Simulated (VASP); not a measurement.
# HC18: single point with PBEsol

The system is HC18, a slab with vacuum.

```xyz
19
Lattice="7.3980 0.0000 0.0000 -3.6990 6.4069 0.0000 0.0000 0.0000 12.0000" Properties=species:S:1:pos:R:3 pbc="T T T"
C     0.0010    0.0434    1.0116
C     1.2300    0.7326    0.9833
C    -1.2275    2.1481    0.9600
C    -0.0002    2.8613    0.9637
C    -2.4256    4.2616    0.9418
C    -1.2208    4.9936    0.9568
C     2.4647    0.0133    0.9782
C     3.6986    0.7258    0.9827
C     1.2290    2.1516    0.9699
C     2.4584    2.8603    0.9831
C     0.0038    4.2808    0.9599
C     1.2316    4.9924    0.9857
C     4.9338    0.0127    0.9872
C     6.1681    0.7290    0.9859
C     3.6987    2.1507    0.9781
C     4.9409    2.8522    0.9568
C     2.4408    4.2692    1.0114
C     3.7070    4.9921    1.1561
H     3.9675    4.8416    2.2575
```

```yaml
Program: VASP 6.6.1
Task: single point
Functional: PBEsol
Potentials_or_basis: VASP PAW PBE potentials, release 64 (C, H)
Cutoff: 520 eV
k_mesh: 2 × 2 × 1
Occupations: gaussian, width 0.02 eV
Spin: collinear spin, zero start
Starting_moments: "[0.0, 0.0, 0.0, 0.0, 0.0, 0.0, 0.0, 0.0, 0.0, 0.0, 0.0, 0.0, 0.0, 0.0, 0.0, 0.0, 0.0, 0.0, 0.0] μB"
Dipole_correction: no
Further_INCAR_settings: LREAL = Auto; ALGO = Normal; EDIFF = 1e-07; NBANDS = 56
```

```yaml
Largest_force: 0.643 eV/Å
Net_moment: 0.00 μB per cell
Valence_electrons_inside_the_program's_atomic_spheres: C 2.63, 2.66, 2.65, 2.62, 2.64 (each value once); H 0.60
```

Forces in eV/Å, atoms in the order of the input:
```
C    0.031 -0.013  0.018
C    0.022 -0.005 -0.010
C    0.032 -0.013 -0.036
C    0.026 -0.011 -0.024
C    0.053 -0.026 -0.158
C    0.019 -0.032 -0.068
C    0.016 -0.021 -0.016
C    0.021 -0.017 -0.002
C    0.023 -0.014 -0.022
C    0.024 -0.018 -0.010
C    0.028 -0.018 -0.039
C    0.021 -0.024  0.001
C    0.027 -0.022  0.005
C    0.033 -0.008  0.002
C    0.023  0.001 -0.015
C    0.033  0.002 -0.059
C    0.021 -0.026  0.013
C    0.058 -0.030  0.168
H   -0.512  0.296  0.253
```

Levels at points of the mesh, in eV from the Fermi level:
Spin up:
| k point | band 32 | band 33 | band 34 | band 35 | band 36 | band 37 | band 38 | band 39 | band 40 | band 41 |
| --- | --- | --- | --- | --- | --- | --- | --- | --- | --- | --- |
| (0.00, 0.00, 0.00) | -4.71 | -3.14 | -3.13 | -1.60 | -0.22 | -0.15 | -0.09 | 2.17 | 3.21 | 4.10 |
| (0.50, 0.00, 0.00) | -4.04 | -2.89 | -2.82 | -2.74 | -2.52 | 0.25 | 1.70 | 2.29 | 2.40 | 2.44 |
| (0.00, 0.50, 0.00) | -4.04 | -2.89 | -2.82 | -2.74 | -2.52 | 0.25 | 1.70 | 2.29 | 2.40 | 2.44 |
| (0.50, 0.50, 0.00) | -4.04 | -2.88 | -2.87 | -2.73 | -2.51 | 0.16 | 1.81 | 2.33 | 2.34 | 2.45 |
Spin down:
| k point | band 32 | band 33 | band 34 | band 35 | band 36 | band 37 | band 38 | band 39 | band 40 | band 41 |
| --- | --- | --- | --- | --- | --- | --- | --- | --- | --- | --- |
| (0.00, 0.00, 0.00) | -4.71 | -3.14 | -3.13 | -1.60 | -0.22 | -0.15 | -0.09 | 2.17 | 3.21 | 4.10 |
| (0.50, 0.00, 0.00) | -4.04 | -2.89 | -2.82 | -2.74 | -2.52 | 0.25 | 1.70 | 2.29 | 2.40 | 2.44 |
| (0.00, 0.50, 0.00) | -4.04 | -2.89 | -2.82 | -2.74 | -2.52 | 0.25 | 1.70 | 2.29 | 2.40 | 2.44 |
| (0.50, 0.50, 0.00) | -4.04 | -2.88 | -2.87 | -2.73 | -2.51 | 0.16 | 1.81 | 2.33 | 2.34 | 2.45 |

Run time: 21 min on 1 thread of Intel(R) Xeon(R) Platinum 8488C (Sapphire Rapids), on a shared host, peak memory 0.84 GiB.

Caveat: the k points lie up to 0.49 Å⁻¹ apart; the PAW data sets were made with another functional, which shifts forces and pressure a little.
